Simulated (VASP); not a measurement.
# CSe2 (Cmce) in VASP: settings compared, part 2 of 2

VASP 6.6.1. The steps go on from the part before.

### Step 3. Single point, PBE

File INCAR:

```
PREC = Accurate
ENCUT = 600
EDIFF = 1E-6
ISMEAR = -1
SIGMA = 0.05
LREAL = False
LASPH = True
NELM = 120
ALGO = Normal
ISIF = 2
LWAVE = False
LCHARG = False
GGA = PE
NBANDS = 25
GGA_COMPAT = False
```

File KPOINTS:

```
regular mesh
0
Gamma
  5 5 3
```

File POSCAR:

```
CSe2
1.0
    3.5697670000     -2.9947800000      0.0000000000
    3.5697670000      2.9947800000      0.0000000000
    0.0000000000      0.0000000000      9.4626520000
Se C
4 2
Direct
    0.2124220000      0.7875780000      0.8793850000
    0.7875780000      0.2124220000      0.1206150000
    0.2875780000      0.7124220000      0.3793850000
    0.7124220000      0.2875780000      0.6206150000
    0.0000000000      0.0000000000      0.0000000000
    0.5000000000      0.5000000000      0.5000000000
```

Potentials or basis: VASP PAW PBE potentials, release 64 (Se, C).

The run is started by

```sh
> cat potpaw_PBE.64/Se/POTCAR potpaw_PBE.64/C/POTCAR > POTCAR
> mpirun -np 1 vasp_std > vasp.out
```

OUTCAR:

```text
PREC = Accurate
   ENCUT = 600
   EDIFF = 1E-6
   ISMEAR = -1
   LREAL = False
   LASPH = True
   NELM = 120
   ISIF = 2
   GGA = PE

 ion  position               nearest neighbor table
   1  0.212  0.788  0.879-   5 1.71
   2  0.788  0.212  0.121-   5 1.71
   3  0.288  0.712  0.379-   6 1.71
   4  0.712  0.288  0.621-   6 1.71
   5  0.000  0.000  0.000-   1 1.71   2 1.71
   6  0.500  0.500  0.500-   3 1.71   4 1.71

  LATTYP: Found a base centered orthorhombic cell.
[... 703 lines left out ...]
  -------------------------------------------------------------------------------------
  Total        0.4100389      0.1585380      0.1505607      0.0000000      0.0000000      0.0000000
  in kB        3.2470423      1.2554409      1.1922695      0.0000000      0.0000000      0.0000000
  external PRESSURE =       1.8982509 kB  Pullay stress =       0.0000000 kB

 VOLUME and BASIS-vectors are now :
 -----------------------------------------------------------------------------
  energy-cutoff  :      600.00
  volume of cell :      202.32
      direct lattice vectors                 reciprocal lattice vectors
     3.569767000 -2.994780000  0.000000000     0.140065164 -0.166957172  0.000000000
     3.569767000  2.994780000  0.000000000     0.140065164  0.166957172  0.000000000
     0.000000000  0.000000000  9.462652000     0.000000000  0.000000000  0.105678619

 POSITION                                       TOTAL-FORCE (eV/Angst)
 -----------------------------------------------------------------------------------
      3.56977      1.72247      8.32131         0.000000      0.048887      0.027487
      3.56977     -1.72247      1.14134         0.000000     -0.048887     -0.027487
      3.56977      1.27231      3.58999         0.000000     -0.048887      0.027487
      3.56977     -1.27231      5.87266         0.000000      0.048887     -0.027487
      0.00000      0.00000      0.00000         0.000000     -0.000000     -0.000000
      3.56977      0.00000      4.73133         0.000000     -0.000000     -0.000000
 -----------------------------------------------------------------------------------
    total drift:                                0.000000     -0.000000     -0.000000

  FREE ENERGIE OF THE ION-ELECTRON SYSTEM (eV)
  ---------------------------------------------------
  free  energy   TOTEN  =       -28.4688544157 eV

  energy  without entropy=      -28.4688544156  energy(sigma->0) =      -28.46885442
```

OSZICAR:

```text
N       E                     dE             d eps       ncg     rms          rms(c)
DAV:   1     0.182618964740E+03    0.18262E+03   -0.13188E+04   900   0.116E+03
DAV:   2    -0.109950152603E+02   -0.19361E+03   -0.18459E+03  1221   0.192E+02
DAV:   3    -0.297920730109E+02   -0.18797E+02   -0.18538E+02  1091   0.636E+01
DAV:   4    -0.302059718041E+02   -0.41390E+00   -0.41249E+00  1139   0.110E+01
DAV:   5    -0.302159313285E+02   -0.99595E-02   -0.99555E-02  1152   0.160E+00    0.141E+01
DAV:   6    -0.286815718994E+02    0.15344E+01   -0.45606E+00  1072   0.135E+01    0.607E+00
DAV:   7    -0.284938808744E+02    0.18769E+00   -0.94100E-01   967   0.573E+00    0.471E+00
DAV:   8    -0.284905336477E+02    0.33472E-02   -0.28284E-01  1118   0.244E+00    0.879E-01
DAV:   9    -0.284678082817E+02    0.22725E-01   -0.33216E-02  1216   0.115E+00    0.281E-01
DAV:  10    -0.284689148211E+02   -0.11065E-02   -0.11488E-02  1046   0.488E-01    0.986E-02
DAV:  11    -0.284688223890E+02    0.92432E-04   -0.17613E-04  1200   0.765E-02    0.675E-02
DAV:  12    -0.284688495382E+02   -0.27149E-04   -0.19112E-04  1022   0.743E-02    0.110E-02
DAV:  13    -0.284688545932E+02   -0.50550E-05   -0.55484E-06  1152   0.129E-02    0.130E-02
DAV:  14    -0.284688544157E+02    0.17753E-06   -0.16375E-06   774   0.753E-03
   1 F= -.28468854E+02 E0= -.28468854E+02  d E =-.355697E-10
```

Run time: 2.9 min. Hardware: 1 thread of Intel Xeon 8259CL, shared host; peak memory 0.38 GiB.

Results:

| Property | Result |
| --- | --- |
| Free energy | -28.4689 eV |
| Pressure | 0.2 GPa |
| Largest force | 0.056 eV/Å |
| Band gap on the k mesh | 2.39 eV (least direct gap 2.45 eV) |

Forces on the atoms (eV/Å):
```
Se   0.000  0.049  0.027
Se   0.000 -0.049 -0.027
Se   0.000 -0.049  0.027
Se   0.000  0.049 -0.027
C    0.000  0.000  0.000
C    0.000  0.000  0.000
```

Stress tensor (GPa, compression positive):
```
0.32 0.00 0.00
0.00 0.13 0.00
0.00 0.00 0.12
```

Levels at points of the mesh, in eV from the valence-band top:
| k point | band 12 | band 13 | band 14 | band 15 | band 16 | band 17 | band 18 | band 19 | band 20 | band 21 |
| --- | --- | --- | --- | --- | --- | --- | --- | --- | --- | --- |
| (0.00, 0.00, 0.00) | -2.41 | -0.98 | -0.73 | -0.67 | -0.33 | 2.39 | 2.64 | 2.92 | 3.33 | 4.29 |

Caveat: this functional lacks dispersion, which holds the molecules together, so the pressure and a relaxed volume are unreliable; an odd mesh through Γ misses points on the zone boundary, where band edges can lie.

### Step 4. Single point, PBE

File INCAR:

```
SYSTEM = CSe2
PREC = Accurate
ENCUT = 600
EDIFF = 1E-6
ISMEAR = -1
SIGMA = 0.025
LREAL = .FALSE.
LASPH = .TRUE.
NELM = 120
ALGO = Normal
ISIF = 2
LWAVE = .FALSE.
LCHARG = .FALSE.
GGA = PE
NBANDS = 25
GGA_COMPAT = .FALSE.
```

File KPOINTS:

```
regular mesh
0
G
  5 5 3
  0 0 0
```

POSCAR is that of step 3.

The run is started by

```sh
> cat potpaw_PBE.64/Se/POTCAR potpaw_PBE.64/C/POTCAR > POTCAR
> mpirun -np 1 vasp_std > vasp.out
```

It took 3.1 min on 1 thread of Intel Xeon 8259CL, shared host; peak memory 0.38 GiB.

It converged, with:

```
Free energy            : -28.4689 eV
Pressure               : 0.2 GPa
Largest force          : 0.056 eV/Å
Band gap on the k mesh : 2.39 eV (least direct gap 2.45 eV)
```

Forces in eV/Å, atoms in the order of the input:
```
Se   0.000  0.049  0.027
Se   0.000 -0.049 -0.027
Se   0.000 -0.049  0.027
Se   0.000  0.049 -0.027
C    0.000  0.000  0.000
C    0.000  0.000  0.000
```

Stress tensor (GPa, compression positive):
```
0.32 0.00 0.00
0.00 0.13 0.00
0.00 0.00 0.12
```

Levels at points of the mesh, in eV from the valence-band top:
```csv
k point,band 13,band 14,band 15,band 16,band 17,band 18,band 19,band 20
"(0.00, 0.00, 0.00)",-0.98,-0.73,-0.67,-0.33,2.39,2.64,2.92,3.33
```

Caveat: this functional lacks dispersion, which holds the molecules together, so the pressure and a relaxed volume are unreliable; an odd mesh through Γ misses points on the zone boundary, where band edges can lie.

### Step 5. Single point, PBE

File INCAR:

```
ALGO = Normal
EDIFF = 1E-6
ENCUT = 600
GGA = PE
GGA_COMPAT = F
ISIF = 2
ISMEAR = -1
LASPH = T
LCHARG = F
LREAL = F
LWAVE = F
NBANDS = 25
NELM = 120
PREC = Accurate
SIGMA = 0.01
```

File KPOINTS:

```
k-points
0
Gamma
  5 5 3
```

POSCAR is that of step 4.

The run is started by

```sh
> cat potpaw_PBE.64/Se/POTCAR potpaw_PBE.64/C/POTCAR > POTCAR
> mpirun -np 1 vasp_std > vasp.out
```

Run time: 3 min. Hardware: 1 thread of Intel Xeon 8259CL, shared host; peak memory 0.38 GiB.

The run converged. Its results:

- Free energy: -28.4689 eV
- Pressure: 0.2 GPa
- Largest force: 0.056 eV/Å
- Band gap on the k mesh: 2.39 eV (least direct gap 2.45 eV)

Forces on the atoms (eV/Å):
```
Se   0.000  0.049  0.027
Se   0.000 -0.049 -0.027
Se   0.000 -0.049  0.027
Se   0.000  0.049 -0.027
C    0.000  0.000  0.000
C    0.000  0.000  0.000
```

Stress tensor (GPa, compression positive):
```
0.32 0.00 0.00
0.00 0.13 0.00
0.00 0.00 0.12
```

Levels at points of the mesh, in eV from the valence-band top:
```csv
k point,band 13,band 14,band 15,band 16,band 17,band 18,band 19,band 20
"(0.00, 0.00, 0.00)",-0.98,-0.73,-0.67,-0.33,2.39,2.64,2.92,3.33
```

Caveat: this functional lacks dispersion, which holds the molecules together, so the pressure and a relaxed volume are unreliable; an odd mesh through Γ misses points on the zone boundary, where band edges can lie.

### Step 6. The runs side by side

```csv
level,k mesh,cutoff (eV),smearing,gap on the mesh (eV),pressure (GPa),largest force (eV/Å)
r2SCAN+D3(BJ),6 × 6 × 3,520,fermi-dirac 0.05 eV,2.59,-1.6,0.52
PBE,5 × 5 × 3,600,fermi-dirac 0.05 eV,2.39,0.2,0.06
PBE,5 × 5 × 3,600,fermi-dirac 0.025 eV,2.39,0.2,0.06
PBE,5 × 5 × 3,600,fermi-dirac 0.01 eV,2.39,0.2,0.06
```

Alike in all rows: task single point; potentials or basis VASP PAW PBE potentials, release 64 (Se, C); no spin polarisation; cell as given.

On the cell as given the gap runs from 2.39 eV (PBE) to 2.59 eV (r2SCAN+D3(BJ)); the meshes differ, which moves gaps too. The pressure there spans -1.6 GPa (r2SCAN+D3(BJ)) to 0.2 GPa (PBE); a positive pressure means that this level wants a larger cell, a negative one a smaller.

Caveats: an odd mesh through Γ misses points on the zone boundary, where band edges can lie; this functional lacks dispersion, which holds the molecules together, so the pressure and a relaxed volume are unreliable (at least some runs); three body term missing (at least some runs); the PAW data sets were made with another functional, which shifts forces and pressure a little (at least some runs).

Total energies depend on the potentials used, so only differences within one code and one set of settings carry meaning.
